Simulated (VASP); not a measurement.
Here is a VASP 6.6.1 calculation.

Contents of INCAR:

```
  PREC = Accurate
  ENCUT = 520
  EDIFF = 1E-7
  ISMEAR = 0
  SIGMA = 0.2
  LREAL = F
  LASPH = T
  NELM = 80
  ALGO = Normal
  ISIF = 2
  LWAVE = F
  LCHARG = F
  GGA = PE
  NBANDS = 37
```

KPOINTS

```
Automatic mesh
0
Gamma
  6 6 2
```

Contents of POSCAR:

```
Hf4N2O
1.0
    3.1787819358      0.0000000000      0.0000000000
   -1.5893909679      2.7529059094      0.0000000000
    0.0000000000      0.0000000000     10.7958158783
Hf N O
4 2 1
Direct
    0.6666666667      0.3333333333      0.8628952479
    0.6666666667      0.3333333333      0.3809751707
    0.3333333333      0.6666666667      0.1371047521
    0.3333333333      0.6666666667      0.6190248293
    1.0000000000      0.0000000000      0.7425833449
    0.0000000000      0.0000000000      0.2574166551
    0.0000000000      0.0000000000      0.0000000000
```

Potentials or basis: VASP PAW PBE potentials, release 64 (Hf_pv, N, O).

Launch:

```bash
$ cat potpaw_PBE.64/Hf_pv/POTCAR potpaw_PBE.64/N/POTCAR potpaw_PBE.64/O/POTCAR > POTCAR
$ mpirun -np 1 vasp_std > vasp.out
```

**Question.** Estimate the largest force.

**Answer.** 0.163 eV/Å.

**Question.** Estimate the pressure.

**Answer.** -1.7 GPa.

**Question.** What does it give for the band gap on the k mesh?

**Answer.** Zero (bands 28 and 29 overlap by 0.74 eV).

Stress tensor (GPa, compression positive):
```
-1.61  0.00  0.00
 0.00 -1.61  0.00
 0.00  0.00 -2.02
```

Caveat: the k points lie up to 0.38 Å⁻¹ apart, too coarse for converged energies and pressures of a metal; spin-orbit coupling is left out, which moves the levels of the heavy elements.
